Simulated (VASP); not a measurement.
**CaMg: single point with LDA**

The system is CaMg.

```
Ca Mg
1.0
     3.78842    0.00000    0.00000
     0.00000    3.78842    0.00000
     0.00000    0.00000    3.78842
Ca Mg
1 1
Direct
  0.00000 0.00000 0.00000
  0.50000 0.50000 0.50000
```

```yaml
Program: VASP 6.6.1
Task: single point
Functional: LDA
Potentials_or_basis: VASP PAW LDA potentials, release 64 (Ca_sv, Mg)
Cutoff: 520 eV
k_mesh: 14 × 14 × 14
Occupations: gaussian, width 0.15 eV
Spin: no spin polarisation
```

- Pressure: 1.7 GPa
- Band gap on the k mesh: zero (bands 6 and 7 overlap by 1.35 eV)

Levels at points of the mesh, in eV from the Fermi level:
| k point | band 2 | band 3 | band 4 | band 5 | band 6 | band 7 | band 8 | band 9 | band 10 | band 11 |
| --- | --- | --- | --- | --- | --- | --- | --- | --- | --- | --- |
| (0.00, 0.00, 0.00) | -21.98 | -21.98 | -21.98 | -5.46 | 0.90 | 0.90 | 4.09 | 4.09 | 4.09 | 4.56 |
| (0.50, 0.00, 0.00) | -22.10 | -21.97 | -21.97 | -2.97 | -2.56 | 1.74 | 2.39 | 2.39 | 4.30 | 4.99 |
| (0.50, 0.50, 0.00) | -22.08 | -22.08 | -21.96 | -2.01 | -0.19 | -0.19 | 0.35 | 2.97 | 2.97 | 4.99 |
| (0.50, 0.50, 0.50) | -22.07 | -22.07 | -22.07 | -0.45 | -0.45 | -0.45 | 1.87 | 3.13 | 3.13 | 3.13 |

Run time: 22 s on 1 thread of Intel(R) Xeon(R) 6975P-C (Granite Rapids), on a shared host, peak memory 0.21 GiB.
